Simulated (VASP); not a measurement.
Wanted: the native input for a VASP 6.6.1 run.

```
Task                   : single point
Functional             : PBEsol
Potentials or basis    : VASP PAW PBE potentials, release 64 (Ti_sv)
Cutoff                 : 520 eV
k mesh                 : 11 × 11 × 11
Occupations            : fermi-dirac, width 0.05 eV
Spin                   : no spin polarisation
Dipole correction      : no
Further INCAR settings : ALGO = Fast; EDIFF = 1e-06; NBANDS = 12
```

The structure of Ti lies in POSCAR:

```
Ti
1.0
    0.0000000000      2.0300000000      2.0300000000
    2.0300000000      0.0000000000      2.0300000000
    2.0300000000      2.0300000000      0.0000000000
Ti
1
Direct
    0.0000000000      0.0000000000      0.0000000000
```

The input as run:

INCAR

```
ALGO     = Fast           # electronic algorithm
EDIFF    = 1E-6           # SCF threshold, eV
ENCUT    = 520            # plane-wave cutoff, eV
GGA      = PS             # functional
ISIF     = 2              # what is computed and relaxed
ISMEAR   = -1             # smearing method
LASPH    = T              # aspherical terms in the spheres
LCHARG   = F              # write CHGCAR
LREAL    = F              # projectors in reciprocal space
LWAVE    = F              # write WAVECAR
NBANDS   = 12             # bands
NELM     = 100            # most SCF steps
PREC     = Accurate       # precision mode
SIGMA    = 0.05           # smearing width, eV
```

KPOINTS

```
k-points
0
Gamma
  11 11 11
```

Potentials or basis: VASP PAW PBE potentials, release 64 (Ti_sv).

Launch:

```sh
$ cat potpaw_PBE.64/Ti_sv/POTCAR > POTCAR
$ mpirun -np 1 vasp_std > vasp.out
```

Results of the run:

```json
{"Pressure": "-0.8 GPa", "Band gap on the k mesh": "zero (band 6 reaches 9.40 eV, above the bottom of band 7 at 8.21 eV)"}
```

Caveat: the PAW data sets were made with another functional, which shifts forces and pressure a little.

Run time: 15 s on 1 thread of Intel(R) Xeon(R) Platinum 8259CL CPU @ 2.50GHz (Skylake/Cascade Lake) (shared host), peak memory 0.14 GiB.
